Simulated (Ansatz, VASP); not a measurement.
## One calculation of CaO, two programs

INCAR

```
SYSTEM = CaO
  ALGO = Normal
  EDIFF = 1E-7
  ENCUT = 520
  ISIF = 2
  ISMEAR = -1
  LASPH = .True.
  LCHARG = .True.
  LELF = .True.
  LREAL = .False.
  LVHAR = .True.
  LWAVE = .False.
  NBANDS = 15
  NELM = 60
  PREC = Accurate
  SIGMA = 0.05
```

File KPOINTS:

```
k-points
0
Gamma
  10 10 10
  0 0 0
```

Contents of POSCAR:

```
CaO
1.0
    0.0000000000      2.4035556960      2.4035556960
    2.4035556960      0.0000000000      2.4035556960
    2.4035556960      2.4035556960      0.0000000000
Ca O
1 1
Direct
    0.0000000000      0.0000000000      0.0000000000
    0.5000000000      0.5000000000      0.5000000000
```

input.yaml

```yaml
crystal:
  lattice:
    - [0.0, 2.403555696, 2.403555696]
    - [2.403555696, 0.0, 2.403555696]
    - [2.403555696, 2.403555696, 0.0]
  atoms:
    - { symbol: Ca, position: [0.0, 0.0, 0.0] }
    - { symbol: O, position: [0.5, 0.5, 0.5] }
kpoints:
  mp_grid: { grid: [10, 10, 10] }
  band_path:
    path:
      - [0.0, 0.0, 0.0]
      - [0.5, 0.0, 0.5]
      - [0.5, 0.25, 0.75]
      - [0.375, 0.375, 0.75]
      - [0.0, 0.0, 0.0]
      - [0.5, 0.5, 0.5]
      - [0.625, 0.25, 0.625]
      - [0.5, 0.25, 0.75]
    npoints: 8
scf:
  occupations: { method: fermi_dirac, width: 0.05 }
hamiltonian:
  xc: lda
  pseudopotentials: { kind: all_electron, lapw: { basis_error: 0.001 } }
output:
  forces: true
  stress: true
  eigenvalues: true
```

Alike in both runs: functional LDA; k mesh 10 × 10 × 10; occupations fermi-dirac, width 0.05 eV; no spin polarisation.

```csv
,VASP,Ansatz
version,VASP 6.6.1,Ansatz 0.2.0
potentials or method,"VASP PAW LDA potentials, release 64 (Ca_sv, O), cutoff 520 eV","all-electron LAPW, scalar-relativistic"
task,single point,band structure
```

```tsv
	VASP	Ansatz	Ansatz less VASP
gap on the k mesh at the Fermi level (eV)	3.46	3.48	+0.023
least direct gap on the mesh (eV)	3.84	3.86	+0.024
pressure (GPa)	-6.3	-7.0	-0.72
```

LDA's correlation is that of Perdew and Zunger in VASP and of Perdew and Wang (1992) in Ansatz. Ansatz ran all-electron here, and VASP with PAW potentials.
